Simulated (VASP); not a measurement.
# Sr12H2C in VASP: single point with PBEsol

Aim: the single point of Sr12H2C with PBEsol.

Everything below comes from runs of VASP 6.6.1. Logs are shortened: lines on timing, memory, paths and dates and some standing lists are left out, and cuts for length are marked.

## 1. The cell of the first run

The cell holds a slab with vacuum, 15 atoms: a = 8.598 Å, b = 8.598 Å, c = 20.021 Å, α = 90.00°, β = 90.00°, γ = 60.00°.

## 2. Single point, PBEsol

The input, INCAR:

```
SYSTEM = Sr12H2C
PREC = Accurate
ENCUT = 520
EDIFF = 1E-6
ISMEAR = -1
SIGMA = 0.05
LREAL = Auto
LASPH = .True.
NELM = 80
ALGO = Normal
ISIF = 2
LWAVE = .False.
LCHARG = .False.
GGA = PS
NBANDS = 76
```

The input, KPOINTS:

```
Automatic mesh
0
Gamma
  2 2 1
  0 0 0
```

The input, POSCAR:

```
Sr12H2C
1.0
    8.5984180000      0.0000000000      0.0000000000
    4.2992090000      7.4464490000      0.0000000000
    0.0000000000      0.0000000000     20.0205790000
Sr C H
12 1 2
Direct
    0.1666644535      0.1666700464      0.0499486054
    0.6666634068      0.1666700464      0.0499486054
    0.1666655752      0.6666667562      0.0499486054
    0.6666645285      0.6666667562      0.0499486054
   -0.1664737200      0.3177353394      0.2061928379
    0.3195433944      0.3269746425      0.2229655796
   -0.1649141885      0.8093119284      0.2287696075
    0.3280149774      0.8288245847      0.2151136588
    0.0126485932     -0.0097361843      0.3708833795
    0.4960047100     -0.0187606200      0.4008275685
   -0.0300136957      0.5069933333      0.3942493371
    0.5017103432      0.5296752855      0.4006727278
    0.6581830575      0.6595089821      0.4547470880
    0.5903210694      0.7072632875      0.5059344188
    0.7352897830      0.7454559885      0.4647467988
```

Potentials or basis: VASP PAW PBE potentials, release 64 (Sr_sv, C, H).

On the command line:

```
$ cat potpaw_PBE.64/Sr_sv/POTCAR potpaw_PBE.64/C/POTCAR potpaw_PBE.64/H/POTCAR > POTCAR
$ mpirun -np 1 vasp_std > vasp.out
```

OUTCAR:

```text
SYSTEM = Sr12H2C
   PREC = Accurate
   ENCUT = 520
   EDIFF = 1E-6
   ISMEAR = -1
   LREAL = Auto
   LASPH = .True.
   NELM = 80
   ISIF = 2
   GGA = PS

 ion  position               nearest neighbor table
   1  0.167  0.167  0.050-   5 3.99   8 4.16   6 4.18   3 4.30   4 4.30   2 4.30   2 4.30   4 4.30
                             3 4.30
   2  0.667  0.167  0.050-   5 3.92   4 4.30   3 4.30   1 4.30   1 4.30   3 4.30   4 4.30   6 4.32
                             7 4.46
   3  0.167  0.667  0.050-   8 4.09   6 4.29   1 4.30   2 4.30   4 4.30   4 4.30   2 4.30   1 4.30
                             7 4.35
   4  0.667  0.667  0.050-   5 4.07   8 4.16   7 4.27   2 4.30   1 4.30   3 4.30   3 4.30   1 4.30
                             2 4.30
   5  0.834  0.318  0.206-   2 3.92   1 3.99   4 4.07   9 4.10   8 4.23   6 4.23   7 4.26   8 4.37
                             7 4.39   6 4.39  11 4.48  12 4.63
   6  0.320  0.327  0.223-   7 4.16   1 4.18   5 4.23   8 4.25   3 4.29  11 4.31   2 4.32   8 4.35
                             5 4.39  10 4.39   7 4.44  12 4.57
   7  0.835  0.809  0.229-   9 3.90  11 4.01   6 4.16   5 4.26   4 4.27  10 4.27   8 4.29   8 4.33
                             3 4.35   5 4.39   6 4.44   2 4.46
   8  0.328  0.829  0.215-   9 3.90   3 4.09   1 4.16   4 4.16   5 4.23   6 4.25   7 4.29   7 4.33
                            12 4.34   6 4.35   5 4.37  10 4.42
   9  0.013  0.990  0.371-   7 3.90   8 3.90   5 4.10  12 4.13  10 4.16  11 4.30  11 4.38  10 4.52
                            12 4.56
  10  0.496  0.981  0.401-  15 2.41  13 2.63  14 2.95  12 3.86  11 4.08   9 4.16   7 4.27   6 4.39
                             8 4.42   9 4.52  11 4.52  12 4.74
  11  0.970  0.507  0.394-  15 2.48  13 2.62  12 3.93   7 4.01  10 4.08   9 4.30   6 4.31   9 4.38
                             5 4.48  10 4.52  12 4.67
  12  0.502  0.530  0.401-  13 2.39  14 2.92  10 3.86  11 3.93   9 4.13   8 4.34   9 4.56   6 4.57
                             5 4.63  11 4.67  10 4.74
  13  0.658  0.660  0.455-  14 1.15  15 1.23  12 2.39  11 2.62  10 2.63
  14  0.590  0.707  0.506-  13 1.15  12 2.92  10 2.95
  15  0.735  0.745  0.465-  13 1.23  10 2.41  11 2.48

  LATTYP: Found a hexagonal cell.
 ALAT       =     8.5984185020
 C/A-ratio  =     2.3284024842

  Lattice vectors:

 A1 = (  -4.2992090000,  -7.4464490000,   0.0000000000)
 A2 = (   8.5984180000,   0.0000000000,   0.0000000000)
 A3 = (   0.0000000000,   0.0000000000,  20.0205790000)

Analysis of symmetry for initial positions (statically):
=====================================================================
 Subroutine PRICEL returns:
 Original cell was already a primitive cell.

 Routine SETGRP: Setting up the symmetry group for a
 hexagonal supercell.

 Subroutine GETGRP returns: Found  1 space group operations
 (whereof  1 operations were pure point group operations)
 out of a pool of 24 trial point group operations.

The static configuration has the point symmetry C_1 .

Analysis of symmetry for dynamics (positions and initial velocities):
=====================================================================
 Subroutine PRICEL returns:
 Original cell was already a primitive cell.

 Routine SETGRP: Setting up the symmetry group for a
 hexagonal supercell.

 Subroutine GETGRP returns: Found  1 space group operations
 (whereof  1 operations were pure point group operations)
 out of a pool of 24 trial point group operations.

The dynamic configuration has the point symmetry C_1 .

 Subroutine INISYM returns: Found  1 space group operations
 (whereof  1 operations are pure point group operations),
 and found     1 'primitive' translations

----------------------------------------------------------------------------------------

                                     Primitive cell

  volume of cell :    1281.8712

  direct lattice vectors                    reciprocal lattice vectors
     8.598418000  0.000000000  0.000000000     0.116300464 -0.067146099  0.000000000
     4.299209000  7.446449000  0.000000000     0.000000000  0.134292198  0.000000000
     0.000000000  0.000000000 20.020579000     0.000000000  0.000000000  0.049948605

  length of vectors
     8.598418000  8.598418502 20.020579000     0.134292205  0.134292198  0.049948605

[... 46 lines left out ...]
     0.058150232 -0.033573049  0.000000000     0.500000000 -0.000000000  0.000000000
     0.000000000  0.067146099  0.000000000     0.000000000  0.500000000  0.000000000
     0.000000000  0.000000000  0.049948605     0.000000000  0.000000000  1.000000000

  Length of vectors
     0.067146103  0.067146099  0.049948605

  Shift w.r.t. Gamma in fractional coordinates (k-lattice)
     0.000000000  0.000000000  0.000000000

 Subroutine IBZKPT returns following result:
 ===========================================

 Found      4 irreducible k-points:

 Following reciprocal coordinates:
            Coordinates               Weight
  0.000000  0.000000  0.000000      1.000000
  0.500000  0.000000  0.000000      1.000000
  0.500000  0.500000  0.000000      1.000000
  0.000000  0.500000  0.000000      1.000000
   k-points           NKPTS =      4   k-points in BZ     NKDIM =      4   number of bands    NBANDS=     76
   number of dos      NEDOS =    301   number of ions     NIONS =     15
   total plane-waves  NPLWV = 614400
   dimension x,y,z NGX =    64 NGY =   64 NGZ =  150
   dimension x,y,z NGXF=   128 NGYF=  128 NGZF=  300
   ions per type =              12   1   2
   NGX,Y,Z   is equivalent  to a cutoff of  12.37, 12.37, 12.46 a.u.
   NGXF,Y,Z  is equivalent  to a cutoff of  24.75, 24.75, 24.91 a.u.
 SYSTEM =  Sr12H2C
   PREC   = accura    normal or accurate (medium, high low for compatibility)
   ISTART =      0    job   : 0-new  1-cont  2-samecut
   ICHARG =      2    charge: 1-file 2-atom 10-const
   ISPIN  =      1    spin polarized calculation?
   LNONCOLLINEAR =      F non collinear calculations
   LSORBIT =      F    spin-orbit coupling
   LASPH  =      T    aspherical Exc in radial PAW
   ENCUT  =  520.0 eV  38.22 Ry    6.18 a.u.  15.99 15.99 37.23*2*pi/ulx,y,z
   NELM   =     80;   NELMIN=  2; NELMDL= -5     # of ELM steps
   EDIFF  = 0.1E-05   stopping-criterion for ELM
   LREAL  =      T    real-space projection
   EDIFFG = 0.1E-04   stopping-criterion for IOM
   NSW    =      0    number of steps for IOM
   IBRION =     -1    ionic relax: 0-MD 1-quasi-New 2-CG
   NFREE  =      0    steps in history (QN), initial steepest desc. (CG)
   ISIF   =      2    stress and relaxation
   ISYM   =      2    0-nonsym 1-usesym 2-fastsym
   POTIM  = 0.5000    time-step for ionic-motion
   TEBEG  =    0.0;   TEEND  =   0.0 temperature during run
   PSTRESS=    0.0 pullay stress
   NELECT =     126.0000    total number of electrons
   NUPDOWN=      -1.0000    fix difference up-down
   EMIN   =  10.00;   EMAX   =-10.00  energy-range for DOS
   EFERMI =   0.00;   METHOD = LEGACY
   ISMEAR =    -1;   SIGMA  =   0.05  broadening in eV -4-tet -1-fermi 0-gaus
   EFERMI_NEDOS =   21; number of points for ismear=-14 and -15
   IALGO  =     38    algorithm
   IMIX   =      4    mixing-type and parameters
     AMIX     =   0.40;   BMIX     =  1.00
     AMIX_MAG =   1.60;   BMIX_MAG =  1.00
  volume/ion in A,a.u.               =      85.46       576.70
  Fermi-wavevector in a.u.,A,eV,Ry     =   0.755527  1.427740  7.766500  0.570822
  Thomas-Fermi vector in A             =   1.853442
   LORBIT       =      0    0 simple, 1 ext, 2 COOP (PROOUT), +10 PAW based schemes
   GGA     = PS    functional components
   LHFCALC =     F    Hartree Fock is set to
   AEXX    =    0.0000 exact exchange contribution
   IVDW    =     0    specifies the selected vdW correction
   LEPSILON=     F    determine dielectric tensor
   LRPA    =     F    only Hartree local field effects (RPA)
 non-spin polarized calculation
  energy-cutoff  :      520.00
  volume of cell :     1281.87
 maximum number of plane-waves:     34492
 NGX is ok and might be reduce to    64
   NGX = 31   NGY = 31   NGZ = 75

 number of electron     126.0000000 magnetization

 Free energy of the ion-electron system (eV)
  ---------------------------------------------------
  ext. energy  EPLUGINS =         0.00000000
  ---------------------------------------------------
  free energy    TOTEN  =       -35.17147761 eV

  energy without entropy =      -35.02928685  energy(sigma->0) =      -35.10038223

 E-fermi :  -0.2861     XC(G=0):  -4.6204

 val. band max:       -0.4986758233   @ k =   0.0000   0.0000   0.0000
 cond. band min:      -0.2562952138   @ k =   0.0000   0.0000   0.0000
 fundamental gap:      0.2423806095
 Fermi energy:        -0.2861086801

 k-point     1 :       0.0000    0.0000    0.0000
  band No.  band energies     occupation
      1     -37.3747      2.00000
      2     -37.3686      2.00000
      3     -37.3340      2.00000
      4     -37.3061      2.00000
      5     -37.2309      2.00000
      6     -37.0083      2.00000
[... 301 lines left out ...]
     74       0.4130      0.00000
     75       0.4279      0.00000
 [bands above 75 left out]

------------------------ aborting loop because EDIFF is reached ----------------------------------------

  FORCE on cell =-STRESS in cart. coord.  units (eV):
  Direction    XX          YY          ZZ          XY          YZ          ZX
  --------------------------------------------------------------------------------------
  -------------------------------------------------------------------------------------
  Total       -2.9325756     -2.6734009     -0.3376877     -0.6394024     -0.8099703      0.4017649
  in kB       -3.6653495     -3.3414139     -0.4220671     -0.7991723     -1.0123607      0.5021554
  external PRESSURE =      -2.4762768 kB  Pullay stress =       0.0000000 kB

 VOLUME and BASIS-vectors are now :
 -----------------------------------------------------------------------------
  energy-cutoff  :      520.00
  volume of cell :     1281.87
      direct lattice vectors                 reciprocal lattice vectors
     8.598418000  0.000000000  0.000000000     0.116300464 -0.067146099  0.000000000
     4.299209000  7.446449000  0.000000000     0.000000000  0.134292198  0.000000000
     0.000000000  0.000000000 20.020579000     0.000000000  0.000000000  0.049948605

 POSITION                                       TOTAL-FORCE (eV/Angst)
 -----------------------------------------------------------------------------------
      2.14960      1.24110      1.00000         0.056001     -0.001642     -0.117119
      6.44880      1.24110      1.00000        -0.103752     -0.069017     -0.018494
      4.29920      4.96430      1.00000        -0.046786     -0.014782      0.079138
      8.59840      4.96430      1.00000         0.022342      0.027651     -0.025286
      8.53302      2.36600      4.12810        -0.073786      0.098708      0.389398
      4.15330      2.43480      4.46390         0.170339     -0.046777      0.110292
     10.65982      6.02650      4.58010        -0.082921      0.176936     -0.435148
      6.38370      6.17180      4.30670         0.112405     -0.126985      0.007758
      4.36611      7.37395      7.42530        -0.206817      0.230783      0.202710
      8.48341      7.30675      8.02480         0.018973      0.122644     -0.259832
     10.52002      3.77530      7.89310        -0.359546     -0.034916      0.150503
      6.59110      3.94420      8.02170        -0.285221     -0.466117     -0.338527
      8.49470      4.91100      9.10430         2.182845      1.780551      1.045770
      8.11650      5.26660     10.12910        -0.468231     -0.602565     -0.405645
      9.52720      5.55100      9.30450        -0.935844     -1.074472     -0.385521
 -----------------------------------------------------------------------------------
    total drift:                                0.000175      0.002785      0.003609

  FREE ENERGIE OF THE ION-ELECTRON SYSTEM (eV)
  ---------------------------------------------------
  free  energy   TOTEN  =       -35.1714776078 eV

  energy  without entropy=      -35.0292868454  energy(sigma->0) =      -35.10038223
```

Run time: 11 min. Hardware: 1 thread of Intel Xeon 6975P-C (Granite Rapids), shared host; peak memory 1.2 GiB.

Results:

```yaml
Free_energy: -35.1715 eV
Largest_force: 3.005 eV/Å
Band_gap_on_the_k_mesh: zero (bands 63 and 64 overlap by 0.29 eV)
```

Forces in eV/Å, atoms in the order of the input:
```
Sr   0.056 -0.002 -0.117
Sr  -0.104 -0.069 -0.018
Sr  -0.047 -0.015  0.079
Sr   0.022  0.028 -0.025
Sr  -0.074  0.099  0.389
Sr   0.170 -0.047  0.110
Sr  -0.083  0.177 -0.435
Sr   0.112 -0.127  0.008
Sr  -0.207  0.231  0.203
Sr   0.019  0.123 -0.260
Sr  -0.360 -0.035  0.151
Sr  -0.285 -0.466 -0.339
C    2.183  1.781  1.046
H   -0.468 -0.603 -0.406
H   -0.936 -1.074 -0.386
```

Caveat: the k points lie up to 0.42 Å⁻¹ apart; the atoms stand as in a frame of molecular dynamics; there is no dipole correction, which matters where the two faces differ; the PAW data sets were made with another functional, which shifts forces and pressure a little.

The gap in the log of VASP goes by the Fermi energy; the results here count the filled bands.